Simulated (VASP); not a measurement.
Set up this calculation in VASP 6.6.1, as the native input.

```
Task                   : single point
Functional             : PBEsol
Potentials or basis    : VASP PAW PBE potentials, release 64 (La)
Cutoff                 : 520 eV
k mesh                 : 11 × 11 × 11
Occupations            : fermi-dirac, width 0.1 eV
Spin                   : no spin polarisation
Dipole correction      : no
Further INCAR settings : ALGO = Normal; EDIFF = 1e-07; NBANDS = 12
```

The structure of La lies in POSCAR:

```
La
1.0
    3.2645508456      0.0000000000      0.0000000000
    0.0000000000      3.2645508456      0.0000000000
    0.0000000000      0.0000000000      3.2645508456
La
1
Direct
    0.0000000000      0.0000000000      0.0000000000
```

This cell differs from its parent crystal: volume scaled by 1.04.

These files were run (other wordings do the same):

INCAR

```
PREC     = Accurate       # precision mode
ENCUT    = 520            # plane-wave cutoff, eV
EDIFF    = 1E-7           # SCF threshold, eV
ISMEAR   = -1             # smearing method
SIGMA    = 0.1            # smearing width, eV
LREAL    = False          # projectors in reciprocal space
LASPH    = True           # aspherical terms in the spheres
NELM     = 80             # most SCF steps
ALGO     = Normal         # electronic algorithm
ISIF     = 2              # what is computed and relaxed
LWAVE    = False          # write WAVECAR
LCHARG   = False          # write CHGCAR
GGA      = PS             # functional
NBANDS   = 12             # bands
```

KPOINTS

```
regular mesh
0
Gamma
  11 11 11
```

Potentials or basis: VASP PAW PBE potentials, release 64 (La).

Run with:

```bash
$ cat potpaw_PBE.64/La/POTCAR > POTCAR
$ mpirun -np 1 vasp_std > vasp.out
```

Results of the run:

```
Pressure : -0.9 GPa
```

Caveat: the PAW data sets were made with another functional, which shifts forces and pressure a little.

Wall time 11 s on 1 thread of Intel(R) Xeon(R) 6975P-C (Granite Rapids), with other jobs on the host, peak memory 0.15 GiB.
